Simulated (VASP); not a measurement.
# SnO2 (fluorite type) (Fm-3m) in VASP: notebook, part 2 of 2

VASP 6.6.1. The steps go on from the part before.

## Step 5: Single point, r2SCAN

This run uses another cell than the first one, of 11.11 Å³/atom.

File POSCAR:

```
SnO2
1.0
    0.0000000000      2.5541843174      2.5541843174
    2.5541843174      0.0000000000      2.5541843174
    2.5541843174      2.5541843174      0.0000000000
Sn O
1 2
Direct
    0.0000000000      0.0000000000      0.0000000000
    0.2500000000      0.2500000000      0.2500000000
    0.7500000000      0.7500000000      0.7500000000
```

File INCAR.step1:

```
SYSTEM = SnO2
ALGO     = Normal         ! electronic algorithm
EDIFF    = 1E-4           ! SCF threshold, eV
ENCUT    = 520            ! plane-wave cutoff, eV
GGA      = PE             ! functional
ISMEAR   = -1             ! smearing method
LASPH    = .True.         ! aspherical terms in the spheres
LCHARG   = .False.        ! write CHGCAR
LREAL    = .False.        ! projectors in reciprocal space
LWAVE    = .True.         ! write WAVECAR
NBANDS   = 20             ! bands
NELM     = 80             ! most SCF steps
PREC     = Accurate       ! precision mode
SIGMA    = 0.1            ! smearing width, eV
```

File INCAR.step2:

```
SYSTEM = SnO2
ALGO     = Normal         ! electronic algorithm
EDIFF    = 1E-7           ! SCF threshold, eV
ENCUT    = 520            ! plane-wave cutoff, eV
ISIF     = 2              ! what is computed and relaxed
ISMEAR   = -1             ! smearing method
ISTART   = 1            
LASPH    = .True.         ! aspherical terms in the spheres
LCHARG   = .False.        ! write CHGCAR
LMIXTAU  = .True.       
LREAL    = .False.        ! projectors in reciprocal space
LWAVE    = .False.        ! write WAVECAR
METAGGA  = R2SCAN         ! meta-GGA
NBANDS   = 20             ! bands
NELM     = 80             ! most SCF steps
PREC     = Accurate       ! precision mode
SIGMA    = 0.1            ! smearing width, eV
```

File KPOINTS:

```
k-points
0
Gamma
  12 12 12
  0 0 0
```

Potentials or basis: VASP PAW PBE potentials, release 64 (Sn_d, O).

Run with:

```sh
> cat potpaw_PBE.64/Sn_d/POTCAR potpaw_PBE.64/O/POTCAR > POTCAR
> cp INCAR.step1 INCAR
> mpirun -np 1 vasp_std > vasp.out
> cp INCAR.step2 INCAR
> mpirun -np 1 vasp_std > vasp.out
```

OUTCAR:

```text
SYSTEM = SnO2
   EDIFF = 1E-7
   ENCUT = 520
   ISIF = 2
   ISMEAR = -1
   ISTART = 1
   LASPH = .True.
   LREAL = .False.
   METAGGA = R2SCAN
   NELM = 80
   PREC = Accurate

 ion  position               nearest neighbor table
   1  0.000  0.000  0.000-   3 2.21   3 2.21   3 2.21   2 2.21   3 2.21   2 2.21   2 2.21   2 2.21

   2  0.250  0.250  0.250-   1 2.21   1 2.21   1 2.21   1 2.21
   3  0.750  0.750  0.750-   1 2.21   1 2.21   1 2.21   1 2.21

  LATTYP: Found a face centered cubic cell.
 ALAT       =     5.1083686348

  Lattice vectors:

 A1 = (   0.0000000000,   2.5541843174,   2.5541843174)
 A2 = (   2.5541843174,   0.0000000000,   2.5541843174)
 A3 = (   2.5541843174,   2.5541843174,   0.0000000000)

Analysis of symmetry for initial positions (statically):
=====================================================================
 Subroutine PRICEL returns:
 Original cell was already a primitive cell.

 Routine SETGRP: Setting up the symmetry group for a
 face centered cubic supercell.

 Subroutine GETGRP returns: Found 48 space group operations
 (whereof 48 operations were pure point group operations)
[... 162 lines left out ...]

  energy without entropy =      -41.47597584  energy(sigma->0) =      -41.47620182

 E-fermi :   7.9087     XC(G=0): -12.6213

 val. band max:        7.3535915163   @ k =  -0.2500   0.5000   0.2500
 cond. band min:       7.9560138686   @ k =   0.0000   0.0000   0.0000
 fundamental gap:      0.6024223523
 Fermi energy:         7.9086684052

 k-point     1 :       0.0000    0.0000    0.0000
  band No.  band energies     occupation
      1     -13.8077      2.00000
      2     -13.8077      2.00000
      3     -13.8077      2.00000
      4     -13.6403      2.00000
      5     -13.6403      2.00000
      6     -13.1122      2.00000
[... 541 lines left out ...]
     19      23.6442      0.00000
     20      26.8945      0.00000

 [... further k-points ...]

------------------------ aborting loop because EDIFF is reached ----------------------------------------

  FORCE on cell =-STRESS in cart. coord.  units (eV):
  Direction    XX          YY          ZZ          XY          YZ          ZX
  --------------------------------------------------------------------------------------
  -------------------------------------------------------------------------------------
  Total       -0.8254521     -0.8254521     -0.8254521     -0.0000000     -0.0000000      0.0000000
  in kB      -39.6840270    -39.6840270    -39.6840270     -0.0000000     -0.0000000      0.0000000
  external PRESSURE =     -39.6840270 kB  Pullay stress =       0.0000000 kB

 VOLUME and BASIS-vectors are now :
 -----------------------------------------------------------------------------
  energy-cutoff  :      520.00
  volume of cell :       33.33
      direct lattice vectors                 reciprocal lattice vectors
     0.000000000  2.554184317  2.554184317    -0.195757212  0.195757212  0.195757212
     2.554184317  0.000000000  2.554184317     0.195757212 -0.195757212  0.195757212
     2.554184317  2.554184317  0.000000000     0.195757212  0.195757212 -0.195757212

 POSITION                                       TOTAL-FORCE (eV/Angst)
 -----------------------------------------------------------------------------------
      0.00000      0.00000      0.00000         0.000000     -0.000000      0.000000
      1.27709      1.27709      1.27709        -0.000000     -0.000000     -0.000000
      3.83128      3.83128      3.83128         0.000000      0.000000      0.000000
 -----------------------------------------------------------------------------------
    total drift:                               -0.000000     -0.000000      0.000000

  FREE ENERGIE OF THE ION-ELECTRON SYSTEM (eV)
  ---------------------------------------------------
  free  energy   TOTEN  =       -41.4764277978 eV

  energy  without entropy=      -41.4759758405  energy(sigma->0) =      -41.47620182
```

Run time: 1.9 min. Hardware: 1 thread of Intel Xeon Platinum 8488C (Sapphire Rapids), shared host; peak memory 0.19 GiB.

What came out:

- Free energy: -41.4764 eV
- Pressure: -4.0 GPa
- Band gap on the k mesh: 0.60 eV (least direct gap 1.99 eV)

Caveat: the cell stands under tension; semilocal functionals underestimate gaps, and a narrow one can read as zero; the PAW data sets were made with another functional, which shifts forces and pressure a little; spin-orbit coupling is left out, which moves the levels of the heavy elements. A k mesh can miss the band edges.

## Step 6: Single point, r2SCAN

This run uses another cell than the first one, of 11.45 Å³/atom.

File POSCAR:

```
SnO2
1.0
    0.0000000000      2.5799859053      2.5799859053
    2.5799859053      0.0000000000      2.5799859053
    2.5799859053      2.5799859053      0.0000000000
Sn O
1 2
Direct
    0.0000000000      0.0000000000      0.0000000000
    0.2500000000      0.2500000000      0.2500000000
    0.7500000000      0.7500000000      0.7500000000
```

File INCAR.step1:

```
PREC = Accurate
ENCUT = 520
ISMEAR = -1
SIGMA = 0.1
LREAL = False
LASPH = True
NELM = 100
NBANDS = 20
GGA = PE
ALGO = Normal
EDIFF = 1E-4
LWAVE = True
LCHARG = False
```

File INCAR.step2:

```
PREC = Accurate
ENCUT = 520
EDIFF = 1E-6
ISMEAR = -1
SIGMA = 0.1
LREAL = False
LASPH = True
NELM = 100
ALGO = Normal
ISIF = 2
LWAVE = False
LCHARG = True
METAGGA = R2SCAN
LMIXTAU = True
LELF = True
LVHAR = True
NBANDS = 20
ISTART = 1
```

File KPOINTS:

```
Automatic mesh
0
Gamma
  12 12 12
```

Potentials or basis: VASP PAW PBE potentials, release 64 (Sn_d, O).

Run with:

```sh
> cat potpaw_PBE.64/Sn_d/POTCAR potpaw_PBE.64/O/POTCAR > POTCAR
> cp INCAR.step1 INCAR
> mpirun -np 1 vasp_std > vasp.out
> cp INCAR.step2 INCAR
> mpirun -np 1 vasp_std > vasp.out
```

Run time: 1.7 min. Hardware: 1 thread of Intel Xeon Platinum 8488C (Sapphire Rapids), shared host; peak memory 0.19 GiB.

The run converged. Its results:

* Free energy: -41.4342 eV
* Pressure: -9.7 GPa
* Band gap on the k mesh: 0.30 eV (least direct gap 1.62 eV)

Levels at points of the mesh, in eV from the valence-band top:
| k point | band 10 | band 11 | band 12 | band 13 | band 14 | band 15 | band 16 | band 17 |
| --- | --- | --- | --- | --- | --- | --- | --- | --- |
| (0.00, 0.00, 0.00) | -2.86 | -1.33 | -1.33 | -1.33 | 0.30 | 7.68 | 7.68 | 7.68 |
| (0.50, 0.00, 0.00) | -3.24 | -3.24 | -2.06 | -2.06 | 5.00 | 8.36 | 10.88 | 10.88 |
| (0.50, 0.50, 0.00) | -5.29 | -0.19 | -0.19 | -0.09 | 3.55 | 7.60 | 10.22 | 12.69 |

Caveat: the cell stands under tension; the smearing spreads over this small gap; semilocal functionals underestimate gaps, and a narrow one can read as zero; the PAW data sets were made with another functional, which shifts forces and pressure a little; spin-orbit coupling is left out, which moves the levels of the heavy elements. A k mesh can miss the band edges.

## Step 7: The runs side by side

```tsv
cell	gap on the mesh (eV)	pressure (GPa)
a = 3.537 Å, angles 60.0°, 3 atoms	1.28	11.3
a = 3.575 Å, angles 60.0°, 3 atoms	0.93	3.0
a = 3.612 Å, angles 60.0°, 3 atoms	0.60	-4.0
a = 3.649 Å, angles 60.0°, 3 atoms	0.30	-9.7
```

Alike in all rows: task single point; level r2SCAN; potentials or basis VASP PAW PBE potentials, release 64 (Sn_d, O); no spin polarisation; k mesh 12 × 12 × 12; cutoff (eV) 520; smearing fermi-dirac 0.1 eV.

Caveats: the PAW data sets were made with another functional, which shifts forces and pressure a little; spin-orbit coupling is left out, which moves the levels of the heavy elements; the cell stands under tension (at least some runs); semilocal functionals underestimate gaps, and a narrow one can read as zero (at least some runs); the cell stands under pressure (at least some runs); the smearing spreads over this small gap (at least some runs).

Absolute energies hang on the potentials; compare differences alone.

The gap in the log of VASP goes by the Fermi energy; the results here count the filled bands.